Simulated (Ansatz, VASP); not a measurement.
**Two plane-wave programs on Be2C**

```
Be C
1.0
     0.00000    2.16500    2.16500
     2.16500    0.00000    2.16500
     2.16500    2.16500    0.00000
Be C
2 1
Cartesian
  1.0825 1.0825 1.0825
  3.2475 3.2475 3.2475
  0.0000 0.0000 0.0000
```

Alike in both runs: task relaxation of cell and atoms; functional r2SCAN; dispersion D4; k mesh 8 × 8 × 8; no spin polarisation.

```csv
,VASP,Ansatz
version,VASP 6.6.1,Ansatz 0.2.0
potentials or method,"VASP PAW PBE potentials, release 64 (Be, C)","plane waves, PAW"
plane-wave cutoff (eV),660,500
occupations,"gaussian, width 0.01 eV",fixed
valence electrons in the cell,8,8
```

```tsv
	VASP	Ansatz	Ansatz less VASP
relaxed volume (Å³/atom)	6.70	6.67	-0.027
relaxed cell length with the largest relative difference (Å)	3.052	3.048	-0.0041
```

VASP's potentials were made for PBE, not for r2SCAN.
